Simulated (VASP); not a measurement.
# Pd (I4/mmm) in VASP: notebook

The runs below take Pd through single point, relaxation of cell and atoms, with PBE.

Everything below comes from runs of VASP 6.6.1. Logs are shortened: lines on timing, memory, paths and dates and some standing lists are left out, and cuts for length are marked.

**1. The cell of the first run**

The typed cell holds 1 atom: a = 2.788 Å, b = 2.788 Å, c = 2.788 Å, α = 120.01°, β = 120.01°, γ = 89.97°.

**2. Single point, PBE**

File INCAR:

```
SYSTEM = Pd
  PREC = Accurate
  ENCUT = 520
  EDIFF = 1E-6
  ISMEAR = 0
  SIGMA = 0.1
  LREAL = .FALSE.
  LASPH = .TRUE.
  NELM = 60
  ALGO = Fast
  ISIF = 2
  LWAVE = .FALSE.
  LCHARG = .FALSE.
  GGA = PE
  NBANDS = 11
```

File KPOINTS:

```
Automatic mesh
0
G
  28 28 28
  0 0 0
```

File POSCAR:

```
Pd
1.0
   -1.3938400263      1.3938400263      1.9720700362
    1.3938400263     -1.3938400263      1.9720700362
    1.3938400263      1.3938400263     -1.9720700362
Pd
1
Direct
    0.5000000000      0.5000000000      0.0000000000
```

Potentials or basis: VASP PAW PBE potentials, release 64 (Pd).

Command:

```
$ cat potpaw_PBE.64/Pd/POTCAR > POTCAR
$ mpirun -np 1 vasp_std > vasp.out
```

OUTCAR:

```text
SYSTEM = Pd
   PREC = Accurate
   ENCUT = 520
   EDIFF = 1E-6
   ISMEAR = 0
   LREAL = .FALSE.
   LASPH = .TRUE.
   NELM = 60
   ISIF = 2
   GGA = PE

 ion  position               nearest neighbor table
   1  0.500  0.500  0.000-

  LATTYP: Found a body centered tetragonal cell.
 ALAT       =     2.7876800526
 C/A-ratio  =     1.4148467536

  Lattice vectors:

 A1 = (  -1.3938400263,   1.3938400263,   1.9720700362)
 A2 = (   1.3938400263,  -1.3938400263,   1.9720700362)
 A3 = (   1.3938400263,   1.3938400263,  -1.9720700362)

Analysis of symmetry for initial positions (statically):
=====================================================================
 Subroutine PRICEL returns:
 Original cell was already a primitive cell.

 Routine SETGRP: Setting up the symmetry group for a
 body centered tetragonal supercell.

 Subroutine GETGRP returns: Found 16 space group operations
 (whereof 16 operations were pure point group operations)
 out of a pool of 16 trial point group operations.

The static configuration has the point symmetry D_4h.

Analysis of symmetry for dynamics (positions and initial velocities):
=====================================================================
 Subroutine PRICEL returns:
 Original cell was already a primitive cell.

 Routine SETGRP: Setting up the symmetry group for a
 body centered tetragonal supercell.

 Subroutine GETGRP returns: Found 16 space group operations
 (whereof 16 operations were pure point group operations)
 out of a pool of 16 trial point group operations.

The dynamic configuration has the point symmetry D_4h.

 Subroutine INISYM returns: Found 16 space group operations
 (whereof 16 operations are pure point group operations),
 and found     1 'primitive' translations

----------------------------------------------------------------------------------------

                                     Primitive cell

  volume of cell :      15.3253

  direct lattice vectors                    reciprocal lattice vectors
    -1.393840026  1.393840026  1.972070036     0.000000000  0.358721224  0.253540691
     1.393840026 -1.393840026  1.972070036     0.358721224  0.000000000  0.253540691
     1.393840026  1.393840026 -1.972070036     0.358721224  0.358721224  0.000000000

  length of vectors
     2.788304192  2.788304192  2.788304192     0.439276449  0.439276449  0.507308420

  position of ions in fractional coordinates (direct lattice)
     0.500000000  0.500000000  0.000000000

[... 76 lines left out ...]
   LREAL  =      F    real-space projection
   EDIFFG = 0.1E-04   stopping-criterion for IOM
   NSW    =      0    number of steps for IOM
   IBRION =     -1    ionic relax: 0-MD 1-quasi-New 2-CG
   NFREE  =      0    steps in history (QN), initial steepest desc. (CG)
   ISIF   =      2    stress and relaxation
   ISYM   =      2    0-nonsym 1-usesym 2-fastsym
   POTIM  = 0.5000    time-step for ionic-motion
   TEBEG  =    0.0;   TEEND  =   0.0 temperature during run
   PSTRESS=    0.0 pullay stress
   NELECT =      10.0000    total number of electrons
   NUPDOWN=      -1.0000    fix difference up-down
   EMIN   =  10.00;   EMAX   =-10.00  energy-range for DOS
   EFERMI =   0.00;   METHOD = LEGACY
   ISMEAR =     0;   SIGMA  =   0.10  broadening in eV -4-tet -1-fermi 0-gaus
   EFERMI_NEDOS =   21; number of points for ismear=-14 and -15
   IALGO  =     68    algorithm
   IMIX   =      4    mixing-type and parameters
     AMIX     =   0.40;   BMIX     =  1.00
     AMIX_MAG =   1.60;   BMIX_MAG =  1.00
  volume/ion in A,a.u.               =      15.33       103.42
  Fermi-wavevector in a.u.,A,eV,Ry     =   1.419947  2.683311 27.432735  2.016249
  Thomas-Fermi vector in A             =   2.540914
   LORBIT       =      0    0 simple, 1 ext, 2 COOP (PROOUT), +10 PAW based schemes
   GGA     = PE    functional components
   LHFCALC =     F    Hartree Fock is set to
   AEXX    =    0.0000 exact exchange contribution
   IVDW    =     0    specifies the selected vdW correction
   LEPSILON=     F    determine dielectric tensor
   LRPA    =     F    only Hartree local field effects (RPA)
 non-spin polarized calculation
 RMM-DIIS sequential band-by-band and
 Gauss-broadening in eV      SIGMA  =   0.10
  energy-cutoff  :      520.00
  volume of cell :       15.33
 maximum number of plane-waves:       428
 NGX is ok and might be reduce to    24
   NGX = 11   NGY = 11   NGZ = 11

 number of electron      10.0000000 magnetization

 Free energy of the ion-electron system (eV)
  ---------------------------------------------------
  ext. energy  EPLUGINS =         0.00000000
  ---------------------------------------------------
  free energy    TOTEN  =        -5.22192891 eV

  energy without entropy =       -5.20816925  energy(sigma->0) =       -5.21504908

 E-fermi :   9.1472     XC(G=0): -12.9473

 val. band max:        9.1468948346   @ k =  -0.2500   0.5000   0.2143
 cond. band min:       9.1472887016   @ k =  -0.2500  -0.4286   0.2500
 fundamental gap:      0.0003938670
 Fermi energy:         9.1471745914

 k-point     1 :       0.0000    0.0000    0.0000
  band No.  band energies     occupation
      1       2.3032      2.00000
      2       6.4777      2.00000
      3       6.4817      2.00000
      4       6.4817      2.00000
      5       7.9907      2.00000
      6       7.9948      2.00000
      7      26.3174      0.00000
      8      30.8706      0.00000
      9      30.8805      0.00000
     10      30.8805      0.00000
     11      35.9345      0.00000
[... 309 lines left out ...]
 k-point    24 :       0.3214    0.0357    0.0000
  band No.  band energies     occupation
      1       4.2656      2.00000
      2       6.6198      2.00000
      3       6.6444      2.00000
      4       7.4331      2.00000
      5       8.4443      2.00000
      6       8.8106      2.00000
      7      20.3170      0.00000
      8      26.5606      0.00000
      9      30.5641      0.00000
     10      32.0947      0.00000
     11      34.8880      0.00000

 [... further k-points ...]
[... 5 lines left out ...]
  --------------------------------------------------------------------------------------
  -------------------------------------------------------------------------------------
  Total       -0.0177431     -0.0177431     -0.0197600      0.0000000      0.0000000      0.0000000
  in kB       -1.8549444     -1.8549444     -2.0658019      0.0000000      0.0000000      0.0000000
  external PRESSURE =      -1.9252302 kB  Pullay stress =       0.0000000 kB

 VOLUME and BASIS-vectors are now :
 -----------------------------------------------------------------------------
  energy-cutoff  :      520.00
  volume of cell :       15.33
      direct lattice vectors                 reciprocal lattice vectors
    -1.393840026  1.393840026  1.972070036     0.000000000  0.358721224  0.253540691
     1.393840026 -1.393840026  1.972070036     0.358721224  0.000000000  0.253540691
     1.393840026  1.393840026 -1.972070036     0.358721224  0.358721224  0.000000000

 POSITION                                       TOTAL-FORCE (eV/Angst)
 -----------------------------------------------------------------------------------
      0.00000      0.00000      1.97207         0.000000      0.000000      0.000000
 -----------------------------------------------------------------------------------
    total drift:                               -0.000000      0.000000      0.000000

  FREE ENERGIE OF THE ION-ELECTRON SYSTEM (eV)
  ---------------------------------------------------
  free  energy   TOTEN  =        -5.2219289082 eV

  energy  without entropy=       -5.2081692538  energy(sigma->0) =       -5.21504908
```

OSZICAR:

```text
N       E                     dE             d eps       ncg     rms          rms(c)
DAV:   1     0.410281871184E+02    0.41028E+02   -0.55777E+03 36570   0.886E+02
DAV:   2    -0.490491812204E+01   -0.45933E+02   -0.44260E+02 40132   0.178E+02
DAV:   3    -0.549172337799E+01   -0.58681E+00   -0.58423E+00 42273   0.215E+01
DAV:   4    -0.549437661438E+01   -0.26532E-02   -0.26530E-02 44295   0.153E+00
DAV:   5    -0.549440610578E+01   -0.29491E-04   -0.29492E-04 45851   0.149E-01    0.695E+00
RMM:   6    -0.523314166370E+01    0.26126E+00   -0.37715E-01 37696   0.568E+00    0.338E+00
RMM:   7    -0.522509501174E+01    0.80467E-02   -0.65067E-03 42214   0.933E-01    0.185E+00
RMM:   8    -0.522192785501E+01    0.31672E-02   -0.78572E-04 42279   0.254E-01    0.838E-02
RMM:   9    -0.522192314740E+01    0.47076E-05   -0.97945E-05 47707   0.837E-02    0.237E-02
RMM:  10    -0.522192824685E+01   -0.50995E-05   -0.25989E-05 46347   0.385E-02    0.419E-03
RMM:  11    -0.522192890815E+01   -0.66130E-06   -0.88030E-06 45617   0.203E-02
   1 F= -.52219289E+01 E0= -.52150491E+01  d E =-.137597E-01
```

Run time: 78 s. Hardware: 1 thread of Intel Xeon 6975P-C (Granite Rapids), shared host; peak memory 0.38 GiB.

What came out:

```
Free energy            : -5.2219 eV
Pressure               : -0.2 GPa
Band gap on the k mesh : zero (bands 5 and 6 overlap by 1.49 eV)
```

Levels at points of the mesh, in eV from the Fermi level:
```
           k point  band 1  band 2  band 3  band 4  band 5  band 6  band 7  band 8  band 9  band 10
(0.00, 0.00, 0.00)   -6.84   -2.67   -2.67   -2.67   -1.16   -1.15   17.17   21.72   21.73    21.73
(0.50, 0.00, 0.00)   -5.00   -2.71   -2.71   -0.03   -0.03    1.10    7.03   16.52   20.73    20.74
(0.50, 0.50, 0.00)   -5.07   -4.80   -0.05    0.27    0.27    3.36   10.39   13.00   13.00    21.02
(0.50, 0.50, 0.50)   -5.07   -4.80   -0.05    0.27    0.27    3.35   10.38   13.01   13.01    21.02
```

**3. Relaxation of cell and atoms, PBE**

File INCAR:

```
SYSTEM = Pd
PREC = Accurate
ENCUT = 600
EDIFF = 1E-6
ISMEAR = 0
SIGMA = 0.1
LREAL = .False.
LASPH = .True.
NELM = 80
ALGO = Fast
ISIF = 3
LWAVE = .False.
LCHARG = .False.
GGA = PE
IBRION = 2
NSW = 100
EDIFFG = -0.01
```

File KPOINTS:

```
regular mesh
0
Gamma
  28 28 28
  0 0 0
```

File POSCAR:

```
Pd
1.0
   -1.4003144870      1.4003144870      1.9514627836
    1.4003144870     -1.4003144870      1.9514627836
    1.4003144870      1.4003144870     -1.9514627836
Pd
1
Direct
    0.5000000000      0.5000000000      0.0000000000
```

Potentials or basis: VASP PAW PBE potentials, release 64 (Pd).

Command:

```
$ cat potpaw_PBE.64/Pd/POTCAR > POTCAR
$ mpirun -np 1 vasp_std > vasp.out
```

OUTCAR:

```text
SYSTEM = Pd
   PREC = Accurate
   ENCUT = 600
   EDIFF = 1E-6
   ISMEAR = 0
   LREAL = .False.
   LASPH = .True.
   NELM = 80
   ISIF = 3
   GGA = PE
   IBRION = 2
   NSW = 100
   EDIFFG = -0.01

 ion  position               nearest neighbor table
   1  0.500  0.500  0.000-

  LATTYP: Found a body centered tetragonal cell.
 ALAT       =     2.8006289740
 C/A-ratio  =     1.3935889414

  Lattice vectors:

 A1 = (  -1.4003144870,   1.4003144870,   1.9514627836)
 A2 = (   1.4003144870,  -1.4003144870,   1.9514627836)
 A3 = (   1.4003144870,   1.4003144870,  -1.9514627836)

Analysis of symmetry for initial positions (statically):
=====================================================================
 Subroutine PRICEL returns:
[... 461 lines left out ...]
  energy without entropy =       -5.20835809  energy(sigma->0) =       -5.21521927

 E-fermi :   9.1826     XC(G=0): -12.9607

 val. band max:        9.1825463250   @ k =   0.4643   0.2143   0.0357
 cond. band min:       9.1826144028   @ k =  -0.3571   0.1071   0.0714
 fundamental gap:      0.0000680779
 Fermi energy:         9.1825616364

 k-point     1 :       0.0000    0.0000    0.0000
  band No.  band energies     occupation
      1       2.3220      2.00000
      2       6.5048      2.00000
      3       6.5048      2.00000
      4       6.5089      2.00000
      5       8.0219      2.00000
      6       8.0262      2.00000
      7      26.3544      0.00000
      8      30.9230      0.00000
      9      30.9231      0.00000
[... 265 lines left out ...]
 k-point    24 :       0.3214    0.0357   -0.0000
  band No.  band energies     occupation
      1       4.2857      2.00000
      2       6.6441      2.00000
      3       6.6725      2.00000
      4       7.4612      2.00000
      5       8.4770      2.00000
      6       8.8448      2.00000
      7      20.3696      0.00000
      8      26.6004      0.00000
      9      30.6244      0.00000

 [... further k-points ...]
[... 5 lines left out ...]
  --------------------------------------------------------------------------------------
  -------------------------------------------------------------------------------------
  Total        0.0027270      0.0027270      0.0029743      0.0000000      0.0000000      0.0000000
  in kB        0.2857182      0.2857182      0.3116252      0.0000000      0.0000000      0.0000000
  external PRESSURE =       0.2943539 kB  Pullay stress =       0.0000000 kB
[... 16 lines left out ...]
  FREE ENERGIE OF THE ION-ELECTRON SYSTEM (eV)
  ---------------------------------------------------
  free  energy   TOTEN  =        -5.2220804476 eV

  energy  without entropy=       -5.2083580897  energy(sigma->0) =       -5.21521927

 reached required accuracy - stopping structural energy minimisation
```

OSZICAR:

```text
N       E                     dE             d eps       ncg     rms          rms(c)
DAV:   1     0.405566976018E+02    0.40557E+02   -0.62177E+03 29910   0.122E+03
DAV:   2    -0.511008770254E+01   -0.45667E+02   -0.44220E+02 30232   0.196E+02
DAV:   3    -0.549303324254E+01   -0.38295E+00   -0.38015E+00 33952   0.217E+01
[... 61 lines left out ...]
       N       E                     dE             d eps       ncg     rms          rms(c)
DAV:   1    -0.522209427128E+01   -0.14592E-04   -0.75834E-04 32865   0.270E-01    0.240E-02
RMM:   2    -0.522208182174E+01    0.12450E-04   -0.14072E-05 29496   0.418E-02    0.920E-03
RMM:   3    -0.522208052115E+01    0.13006E-05   -0.13540E-06 19046   0.112E-02    0.419E-03
RMM:   4    -0.522208044764E+01    0.73508E-07   -0.39842E-07 16063   0.560E-03
   9 F= -.52220804E+01 E0= -.52152193E+01  d E =-.115349E-03
```

Wall time 5.1 min (1 thread of Intel Xeon 6975P-C (Granite Rapids), shared host); peak memory 0.45 GiB.

What came out:

```yaml
Free_energy: -5.2221 eV
Relaxed_volume: 15.29 Å³/atom
Relaxed_cell: a = 2.786 Å, b = 2.786 Å, c = 2.786 Å, α = 119.98°, β = 119.98°, γ = 90.03°
Space_group_after_relaxing_to_0.1_Å: Fm-3m (No. 225)
Energy_gained_by_relaxing: 0.3 meV/atom
Ionic_steps: 9
Pressure_after_relaxing: 0.0 GPa
Band_gap_on_the_k_mesh: zero (bands 5 and 6 overlap by 1.49 eV)
```

Step by step:
```tsv
step	energy change (eV)	largest force (eV/Å)	pressure (GPa)	volume (Å³)
1	0.0000	0.0000	-0.09	15.31
2	-0.0001	0.0000	0.04	15.29
3	-0.0002	0.0000	0.67	15.24
4	-0.0002	0.0000	0.48	15.25
5	-0.0002	0.0000	0.37	15.26
6	-0.0003	0.0000	0.15	15.29
7	-0.0002	0.0000	-0.48	15.33
8	-0.0003	0.0000	-0.10	15.30
9	-0.0003	0.0000	0.03	15.29
```

Final structure:
```xyz
1
Lattice="-1.3933 1.3933 1.9694 1.3933 -1.3933 1.9694 1.3933 1.3933 -1.9694" Properties=species:S:1:pos:R:3 pbc="T T T"
Pd    0.0000    0.0000    1.9694
```
